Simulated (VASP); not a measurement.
**Co: single point with PBEsol+D4**

Crystal: Co.

```
CELL_PARAMETERS angstrom
2.47056 0.00000 0.00000
-1.23528 2.13957 0.00000
0.00000 0.00000 8.08823
ATOMIC_POSITIONS crystal
Co 0.66667 0.33333 0.75000
Co 0.00000 0.00000 0.50000
Co 0.33333 0.66667 0.25000
Co 0.00000 0.00000 0.00000
```

```yaml
Program: VASP 6.6.1
Task: single point
Functional: PBEsol
Dispersion: D4
Potentials_or_basis: VASP PAW PBE potentials, release 64 (Co)
Cutoff: 520 eV
k_mesh: 12 × 12 × 4
Occupations: fermi-dirac, width 0.05 eV
Spin: collinear spin, ferromagnetic start
Starting_moments: "[2.0, 2.0, 2.0, 2.0] μB"
```

```json
{
 "Pressure": "-9.9 GPa",
 "Net moment": "6.55 μB per cell",
 "Site moments": "Co +1.66, +1.64 (each value once) μB",
 "Valence electrons inside the program's atomic spheres": "Co 8.30",
 "Dispersion energy per atom": "-0.250 eV"
}
```

Stress tensor (GPa, compression positive):
```
 -8.65   0.00   0.00
  0.00  -8.65   0.00
  0.00   0.00 -12.54
```

Levels at points of the mesh, in eV from the Fermi level:
Spin up:
```tsv
k point	band 19	band 20	band 21	band 22	band 23	band 24	band 25	band 26
(0.00, 0.00, 0.00)	-1.48	-1.16	-1.16	-0.77	-0.77	-0.35	6.23	14.76
(0.50, 0.00, 0.00)	-0.52	-0.50	0.22	1.33	2.48	3.09	7.02	7.05
(0.00, 0.00, 0.50)	-1.63	-1.63	-0.94	-0.94	-0.94	-0.94	9.22	9.22
(0.50, 0.00, 0.50)	-0.53	-0.53	1.23	1.23	2.79	2.79	7.36	7.36
```
Spin down:
| k point | band 11 | band 12 | band 13 | band 14 | band 15 | band 16 | band 17 | band 18 |
| --- | --- | --- | --- | --- | --- | --- | --- | --- |
| (0.00, 0.00, 0.00) | -1.13 | -0.84 | -0.84 | -0.80 | -0.80 | -0.32 | 0.05 | 0.05 |
| (0.50, 0.00, 0.00) | -0.81 | -0.09 | -0.07 | 0.54 | 1.21 | 1.22 | 1.23 | 1.27 |
| (0.00, 0.00, 0.50) | -1.05 | -1.05 | -0.94 | -0.94 | -0.94 | -0.94 | 0.24 | 0.24 |
| (0.50, 0.00, 0.50) | -0.85 | -0.85 | -0.23 | -0.23 | 0.83 | 0.83 | 1.23 | 1.23 |

Run time: 77 s on 1 thread of Intel(R) Xeon(R) 6975P-C (Granite Rapids), on a shared host, peak memory 0.22 GiB.

Caveat: the cell stands under tension; the PAW data sets were made with another functional, which shifts forces and pressure a little.
